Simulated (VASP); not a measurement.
A run of VASP 6.6.1:

POSCAR

```
CuF
1.0
    2.7384616677      0.0000000000      0.0000000000
    0.0000000000      2.7384616677      0.0000000000
    0.0000000000      0.0000000000      2.7384616677
Cu F
1 1
Direct
    0.0000000000      0.0000000000      0.0000000000
    0.5000000000      0.5000000000      0.5000000000
```

File INCAR.step1:

```
ALGO = Normal
EDIFF = 1E-4
ENCUT = 520
GGA = PE
ISMEAR = -1
LASPH = T
LCHARG = F
LREAL = F
LWAVE = T
NBANDS = 16
NELM = 80
PREC = Accurate
SIGMA = 0.02
```

INCAR.step2

```
ALGO = Normal
EDIFF = 1E-6
ENCUT = 520
ISIF = 2
ISMEAR = -1
ISTART = 1
LASPH = T
LCHARG = F
LMIXTAU = T
LREAL = F
LWAVE = F
METAGGA = R2SCAN
NBANDS = 16
NELM = 80
PREC = Accurate
SIGMA = 0.02
```

The input KPOINTS:

```
k-points
0
Gamma
  8 8 8
```

Potentials or basis: VASP PAW PBE potentials, release 64 (Cu, F).

Run with:

```console
$ cat potpaw_PBE.64/Cu/POTCAR potpaw_PBE.64/F/POTCAR > POTCAR
$ cp INCAR.step1 INCAR
$ mpirun -np 1 vasp_std > vasp.out
$ cp INCAR.step2 INCAR
$ mpirun -np 1 vasp_std > vasp.out
```

Hardware: 1 thread of Intel(R) Xeon(R) 6975P-C (Granite Rapids) (shared host).

Problem. How long does it take, and how much memory?

Solution. Wall time 16 s on 1 thread of Intel(R) Xeon(R) 6975P-C (Granite Rapids) (shared host), peak memory 0.13 GiB. Counts: k points 35.
